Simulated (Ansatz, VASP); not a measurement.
Ge: VASP beside Ansatz

```
Ge
1.0
     5.92346    0.00000    0.00000
     0.00000    5.92346    0.00000
     0.00000    0.00000    6.97534
Ge
12
Direct
  0.08865 0.08865 0.00000
  0.41135 0.58865 0.75000
  0.58865 0.41135 0.25000
  0.91135 0.91135 0.50000
  0.17160 0.36969 0.25646
  0.13031 0.67160 0.00646
  0.86969 0.32840 0.50646
  0.67160 0.13031 0.99354
  0.32840 0.86969 0.49354
  0.82840 0.63031 0.75646
  0.36969 0.17160 0.74354
  0.63031 0.82840 0.24354
```

Alike in both runs: functional PBEsol; k mesh 6 × 6 × 4; occupations gaussian, width 0.02 eV; no spin polarisation.

Ansatz relaxed the structure, and its values are those at the end. VASP's run is a single point on that final structure, the one shown.

|  | VASP | Ansatz |
| --- | --- | --- |
| version | VASP 6.6.1 | Ansatz 0.2.0 |
| potentials or method | VASP PAW PBE potentials, release 64 (Ge_d), cutoff 520 eV | scalar-relativistic, plane waves, PAW |
| valence electrons in the cell | 168 | 168 |

|  | VASP | Ansatz | Ansatz less VASP |
| --- | --- | --- | --- |
| gap on the k mesh at the Fermi level (eV) | 0.46 | 0.45 | -0.005 |
| least direct gap on the mesh (eV) | 0.46 | 0.45 | -0.005 |
| pressure (GPa) | 0.0 | 0.0 | +0.06 |

VASP's potentials were made for PBE, not for PBEsol.
